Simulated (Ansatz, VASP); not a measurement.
# TeH2NF5: VASP beside Ansatz

```xyz
18
Lattice="5.1630 0.0000 0.0000 0.0000 9.0830 0.0000 -1.9902 0.0000 4.8711" Properties=species:S:1:pos:R:3 pbc="T T T"
Te    0.9739    7.7778    3.6363
Te    2.1990    3.2363    1.2348
H    -0.5058    6.2037    2.8935
H     3.6786    1.6622    1.9777
H     0.4945    6.5034    1.6708
H     2.6783    1.9619    3.2003
N     0.3012    6.3109    2.5232
N     2.8717    1.7694    2.3479
F     1.7575    6.5389    4.7591
F     1.4154    1.9974    0.1120
F     2.5330    7.8659    2.6372
F     0.6398    3.3244    2.2339
F     1.7456    9.0349    4.7250
F     1.4272    4.4934    0.1461
F    -0.4933    7.7932    4.7698
F     3.6662    3.2517    0.1013
F     0.2431    0.0536    2.6402
F     2.9298    4.5951    2.2310
```

Alike in both runs: task electric field gradients; functional PBE; k mesh 4 × 3 × 4; occupations fermi-dirac, width 0.02 eV; no spin polarisation.

|  | VASP | Ansatz |
| --- | --- | --- |
| version | VASP 6.6.1 | Ansatz 0.2.0 |
| potentials or method | VASP PAW PBE potentials, release 64 (Te, H, N, F) | plane-wave PAW, scalar-relativistic |
| plane-wave cutoff (eV) | 520 | 420 |
| valence electrons in the cell | 96 | 116 |

```csv
,VASP,Ansatz,Ansatz less VASP
gap on the k mesh at the Fermi level (eV),3.07,3.14,+0.072
pressure (GPa),13.4,13.3,-0.08
"traceless stress, the component that is largest in VASP (GPa)",-5.92,-5.82,+0.100
rms of the force components (eV/Å),2.784,2.745,-0.0391
size of Vzz on the site where it differs most (V/Å²),93.8,98.1,+4.27
```

Atom by atom the forces differ by 0.059 eV/Å (rms over components). VASP's potentials hold 96 valence electrons a cell and Ansatz's 116, so a difference there can come from the potentials and not from the codes.

Neither program's run includes spin-orbit coupling.
